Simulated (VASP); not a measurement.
# BN (P6_3/mmc) in VASP: a series of runs

The runs below take BN through single point, with revPBE, BLYP.

Program: VASP 6.6.1. These are calculated values, not measurements. Logs are shortened: lines on timing, memory, paths and dates and some standing lists are left out, and cuts for length are marked.

## Step 1: The cell of the first run

Symmetry: P6_3/mmc, No. 194, hexagonal system. Conventional cell: a = 2.498 Å, b = 2.498 Å, c = 6.636 Å, α = 90.00°, β = 90.00°, γ = 120.00°. Within 1.9 Å of N (site symmetry -6m2) lie 3 B at 1.44 Å. Within 1.9 Å of B (site symmetry -6m2) lie 3 N at 1.44 Å.

## Step 2: Single point, revPBE

File POSCAR:

```
BN
1.0
    2.4982400000      0.0000000000      0.0000000000
   -1.2491200000      2.1635393048      0.0000000000
    0.0000000000      0.0000000000      6.6357000000
N B
2 2
Direct
    0.6666666667      0.3333333333      0.2500000000
    0.3333333333      0.6666666667      0.7500000000
    0.6666666667      0.3333333333      0.7500000000
    0.3333333333      0.6666666667      0.2500000000
```

File INCAR.step1:

```
PREC = Accurate ; ENCUT = 520
EDIFF = 1E-6 ; ISMEAR = -1
SIGMA = 0.05 ; LREAL = False
LASPH = True ; NELM = 60
ALGO = Normal ; ISIF = 2
LWAVE = False ; LCHARG = True
GGA = RE ; NBANDS = 16
```

File KPOINTS.step1:

```
regular mesh
0
Gamma
  7 7 3
```

File INCAR.step2:

```
PREC = Accurate ; ENCUT = 520
EDIFF = 1E-6 ; ISMEAR = -5
SIGMA = 0.05 ; LREAL = False
LASPH = True ; NELM = 60
ALGO = Normal ; ISIF = 2
LWAVE = False ; LCHARG = False
GGA = RE ; LORBIT = 11
NEDOS = 1001 ; ICHARG = 11
```

File KPOINTS.step2:

```
regular mesh
0
Gamma
  11 11 5
```

Potentials or basis: VASP PAW PBE potentials, release 64 (N, B).

Run with:

```console
$ cat potpaw_PBE.64/N/POTCAR potpaw_PBE.64/B/POTCAR > POTCAR
$ cp INCAR.step1 INCAR
$ cp KPOINTS.step1 KPOINTS
$ mpirun -np 1 vasp_std > vasp.out
$ cp INCAR.step2 INCAR
$ cp KPOINTS.step2 KPOINTS
$ mpirun -np 1 vasp_std > vasp.out
```

OUTCAR:

```text
PREC = Accurate
   ENCUT = 520
   EDIFF = 1E-6
   ISMEAR = -5
   LREAL = False
   LASPH = True
   NELM = 60
   ISIF = 2
   GGA = RE
   LORBIT = 11
   ICHARG = 11

 ion  position               nearest neighbor table
   1  0.667  0.333  0.250-   4 1.44   4 1.44   4 1.44
   2  0.333  0.667  0.750-   3 1.44   3 1.44   3 1.44
   3  0.667  0.333  0.750-   2 1.44   2 1.44   2 1.44
   4  0.333  0.667  0.250-   1 1.44   1 1.44   1 1.44

  LATTYP: Found a hexagonal cell.
 ALAT       =     2.4982400000
 C/A-ratio  =     2.6561499296

  Lattice vectors:

 A1 = (   2.4982400000,   0.0000000000,   0.0000000000)
 A2 = (  -1.2491200000,   2.1635393048,   0.0000000000)
 A3 = (   0.0000000000,   0.0000000000,   6.6357000000)

Analysis of symmetry for initial positions (statically):
=====================================================================
 Subroutine PRICEL returns:
 Original cell was already a primitive cell.

 Routine SETGRP: Setting up the symmetry group for a
 hexagonal supercell.

 Subroutine GETGRP returns: Found 24 space group operations
 (whereof 12 operations were pure point group operations)
 out of a pool of 24 trial point group operations.

The static configuration has the point symmetry D_3d.
 The point group associated with its full space group is D_6h.

Analysis of symmetry for dynamics (positions and initial velocities):
=====================================================================
 Subroutine PRICEL returns:
 Original cell was already a primitive cell.

 Routine SETGRP: Setting up the symmetry group for a
 hexagonal supercell.

 Subroutine GETGRP returns: Found 24 space group operations
 (whereof 12 operations were pure point group operations)
 out of a pool of 24 trial point group operations.

The dynamic configuration has the point symmetry D_3d.
 The point group associated with its full space group is D_6h.

 Subroutine INISYM returns: Found 24 space group operations
 (whereof 12 operations are pure point group operations),
 and found     1 'primitive' translations

----------------------------------------------------------------------------------------

                                     Primitive cell

  volume of cell :      35.8662

  direct lattice vectors                    reciprocal lattice vectors
     2.498240000  0.000000000  0.000000000     0.400281798  0.231102804  0.000000000
    -1.249120000  2.163539305  0.000000000     0.000000000  0.462205608  0.000000000
     0.000000000  0.000000000  6.635700000     0.000000000  0.000000000  0.150700002

  length of vectors
     2.498240000  2.498240000  6.635700000     0.462205608  0.462205608  0.150700002

  position of ions in fractional coordinates (direct lattice)
     0.666666667  0.333333333  0.250000000
     0.333333333  0.666666667  0.750000000
     0.666666667  0.333333333  0.750000000
     0.333333333  0.666666667  0.250000000

  ion indices of the primitive-cell ions
   primitive index   ion index
                 1           1
                 2           2
                 3           3
                 4           4

----------------------------------------------------------------------------------------

 KPOINTS: regular mesh

Automatic generation of k-mesh.
 Grid dimensions read from file:
 generate k-points for:   11   11    5

 Generating k-lattice:

  Cartesian coordinates                     Fractional coordinates (reciprocal lattice)
     0.036389254  0.021009346  0.000000000     0.090909091 -0.000000000  0.000000000
     0.000000000  0.042018692  0.000000000     0.000000000  0.090909091  0.000000000
     0.000000000  0.000000000  0.030140000     0.000000000  0.000000000  0.200000000

  Length of vectors
     0.042018692  0.042018692  0.030140000

  Shift w.r.t. Gamma in fractional coordinates (k-lattice)
     0.000000000  0.000000000  0.000000000

 TETIRR: Found    572 inequivalent tetrahedra from     3630

 Subroutine IBZKPT returns following result:
 ===========================================

 Found     48 irreducible k-points:

 Following reciprocal coordinates:
            Coordinates               Weight
  0.000000  0.000000  0.000000      1.000000
  0.090909  0.000000  0.000000      6.000000
  0.181818  0.000000  0.000000      6.000000
  0.272727  0.000000  0.000000      6.000000
  0.363636  0.000000  0.000000      6.000000
  0.454545  0.000000  0.000000      6.000000
[... 16 lines left out ...]
  0.090909  0.090909  0.200000     12.000000
  0.181818  0.090909  0.200000     24.000000
 [... further k-points ...]
   k-points           NKPTS =     48   k-points in BZ     NKDIM =     48   number of bands    NBANDS=     12
   number of dos      NEDOS =   1001   number of ions     NIONS =      4
   total plane-waves  NPLWV =  20000
   dimension x,y,z NGX =    20 NGY =   20 NGZ =   50
   dimension x,y,z NGXF=    40 NGYF=   40 NGZF=  100
   ions per type =               2   2
   NGX,Y,Z   is equivalent  to a cutoff of  13.31, 13.31, 12.53 a.u.
   NGXF,Y,Z  is equivalent  to a cutoff of  26.62, 26.62, 25.05 a.u.
 SYSTEM =  unknown system
   PREC   = accura    normal or accurate (medium, high low for compatibility)
   ISTART =      0    job   : 0-new  1-cont  2-samecut
   ICHARG =     11    charge: 1-file 2-atom 10-const
   ISPIN  =      1    spin polarized calculation?
   LNONCOLLINEAR =      F non collinear calculations
   LSORBIT =      F    spin-orbit coupling
   LASPH  =      T    aspherical Exc in radial PAW
   ENCUT  =  520.0 eV  38.22 Ry    6.18 a.u.   4.65  4.65 12.34*2*pi/ulx,y,z
   NELM   =     60;   NELMIN=  2; NELMDL=  0     # of ELM steps
   EDIFF  = 0.1E-05   stopping-criterion for ELM
   LREAL  =      F    real-space projection
   EDIFFG = 0.1E-04   stopping-criterion for IOM
   NSW    =      0    number of steps for IOM
   IBRION =     -1    ionic relax: 0-MD 1-quasi-New 2-CG
   NFREE  =      0    steps in history (QN), initial steepest desc. (CG)
   ISIF   =      2    stress and relaxation
   ISYM   =      2    0-nonsym 1-usesym 2-fastsym
   POTIM  = 0.5000    time-step for ionic-motion
   TEBEG  =    0.0;   TEEND  =   0.0 temperature during run
   PSTRESS=    0.0 pullay stress
   NELECT =      16.0000    total number of electrons
   NUPDOWN=      -1.0000    fix difference up-down
   EMIN   =  10.00;   EMAX   =-10.00  energy-range for DOS
   EFERMI =   0.00;   METHOD = LEGACY
   ISMEAR =    -5;   SIGMA  =   0.05  broadening in eV -4-tet -1-fermi 0-gaus
   EFERMI_NEDOS =   21; number of points for ismear=-14 and -15
   IALGO  =     38    algorithm
   IMIX   =      4    mixing-type and parameters
     AMIX     =   0.40;   BMIX     =  1.00
     AMIX_MAG =   1.60;   BMIX_MAG =  1.00
  volume/ion in A,a.u.               =       8.97        60.51
  Fermi-wavevector in a.u.,A,eV,Ry     =   1.250891  2.363842 21.289433  1.564729
  Thomas-Fermi vector in A             =   2.384864
   LORBIT       =     11    0 simple, 1 ext, 2 COOP (PROOUT), +10 PAW based schemes
   GGA     = RE    functional components
   LHFCALC =     F    Hartree Fock is set to
   AEXX    =    0.0000 exact exchange contribution
   IVDW    =     0    specifies the selected vdW correction
   LEPSILON=     F    determine dielectric tensor
   LRPA    =     F    only Hartree local field effects (RPA)
 non-spin polarized calculation
 Fermi weights with tetrahedron method with Bloechl corrections
  energy-cutoff  :      520.00
  volume of cell :       35.87
 maximum number of plane-waves:       985
 NGX is ok and might be reduce to    20

 number of electron      15.9999997 magnetization

 Free energy of the ion-electron system (eV)
  ---------------------------------------------------
  ext. energy  EPLUGINS =         0.00000000
  ---------------------------------------------------
  free energy    TOTEN  =       -33.91515214 eV

  energy without entropy =      -33.91515214  energy(sigma->0) =      -33.91515214

 E-fermi :   2.4417     XC(G=0):  -9.9075

 val. band max:        2.4333087412   @ k =   0.3636   0.2727   0.0000
 cond. band min:       6.8542027779   @ k =   0.4545   0.0909   0.0000
 fundamental gap:      4.4208940367
 Fermi energy:         2.4417029059

 k-point     1 :       0.0000    0.0000    0.0000
  band No.  band energies     occupation
      1     -15.4875      2.00000
      2     -15.1997      2.00000
      3      -3.7976      2.00000
      4      -1.7169      2.00000
      5       1.0983      2.00000
      6       1.0983      2.00000
      7       1.1350      2.00000
      8       1.1351      2.00000
      9       7.8709      0.00000
     10      12.9254      0.00000
     11      14.0501      0.00000
     12      14.1117      0.00000

 k-point     2 :       0.0909    0.0000    0.0000
  band No.  band energies     occupation
      1     -15.3248      2.00000
      2     -15.0423      2.00000
      3      -3.5750      2.00000
      4      -1.5166      2.00000
      5       0.4333      2.00000
      6       0.4658      2.00000
      7       0.7886      2.00000
      8       0.8302      2.00000
      9       8.1647      0.00000
     10      12.8028      0.00000
     11      13.8609      0.00000
     12      14.0864      0.00000
[... 301 lines left out ...]
 k-point    23 :       0.0909    0.0909    0.2000
  band No.  band energies     occupation
      1     -14.9800      2.00000
      2     -14.7603      2.00000
      3      -2.9761      2.00000
      4      -1.3701      2.00000
      5      -0.6159      2.00000
      6      -0.5905      2.00000
      7       0.1851      2.00000
      8       0.2193      2.00000
      9       9.1075      0.00000
     10      12.1884      0.00000
     11      13.9628      0.00000
     12      14.0553      0.00000

 k-point    24 :       0.1818    0.0909    0.2000
  band No.  band energies     occupation
      1     -14.3649      2.00000
      2     -14.1635      2.00000
      3      -2.3365      2.00000
      4      -2.2771      2.00000
      5      -2.0865      2.00000
      6      -0.7234      2.00000
      7      -0.6779      2.00000
      8      -0.5747      2.00000
      9       9.9442      0.00000
     10      11.4854      0.00000
     11      12.2492      0.00000
     12      13.8206      0.00000

 [... further k-points ...]

------------------------ aborting loop because EDIFF is reached ----------------------------------------

  FORCE on cell =-STRESS in cart. coord.  units (eV):
  Direction    XX          YY          ZZ          XY          YZ          ZX
  --------------------------------------------------------------------------------------
  -------------------------------------------------------------------------------------
  Total        2.2383128      2.2383128      0.9861457      0.0000000     -0.0000000      0.0000000
  in kB       99.9874906     99.9874906     44.0520355      0.0000000     -0.0000000      0.0000000
  external PRESSURE =      81.3423389 kB  Pullay stress =       0.0000000 kB

 VOLUME and BASIS-vectors are now :
 -----------------------------------------------------------------------------
  energy-cutoff  :      520.00
  volume of cell :       35.87
      direct lattice vectors                 reciprocal lattice vectors
     2.498240000  0.000000000  0.000000000     0.400281798  0.231102804  0.000000000
    -1.249120000  2.163539305  0.000000000     0.000000000  0.462205608  0.000000000
     0.000000000  0.000000000  6.635700000     0.000000000  0.000000000  0.150700002

 POSITION                                       TOTAL-FORCE (eV/Angst)
 -----------------------------------------------------------------------------------
      1.24912      0.72118      1.65892         0.000000      0.000000      0.000000
     -0.00000      1.44236      4.97677        -0.000000     -0.000000      0.000000
      1.24912      0.72118      4.97677         0.000000      0.000000      0.000000
     -0.00000      1.44236      1.65892         0.000000      0.000000      0.000000
 -----------------------------------------------------------------------------------
    total drift:                                0.000000     -0.000000      0.000000

  FREE ENERGIE OF THE ION-ELECTRON SYSTEM (eV)
  ---------------------------------------------------
  free  energy   TOTEN  =       -33.9151521403 eV

  energy  without entropy=      -33.9151521403  energy(sigma->0) =      -33.91515214

 total charge

# of ion       s       p       d       tot
------------------------------------------
    1        1.231   2.807   0.000   4.038
    2        1.231   2.807   0.000   4.038
    3        0.753   1.435   0.000   2.188
    4        0.753   1.435   0.000   2.188
--------------------------------------------------
tot          3.968   8.486   0.000  12.454
```

It took 42 s on 1 thread of AMD EPYC 7R13, shared host; peak memory 0.12 GiB.

Results:

```yaml
Valence_electrons_inside_the_program's_atomic_spheres: N 4.04; B 2.19
```

Levels at points of the mesh, in eV from the valence-band top:
```tsv
k point	band 5	band 6	band 7	band 8	band 9	band 10	band 11	band 12
(0.00, 0.00, 0.00)	-1.33	-1.33	-1.30	-1.30	5.44	10.49	11.62	11.68
```

Caveat: the PAW data sets were made with another functional, which shifts forces and pressure a little; this functional lacks dispersion, which binds the layers, so the pressure and a relaxed spacing across them are unreliable.

[end of part 1 of 2]
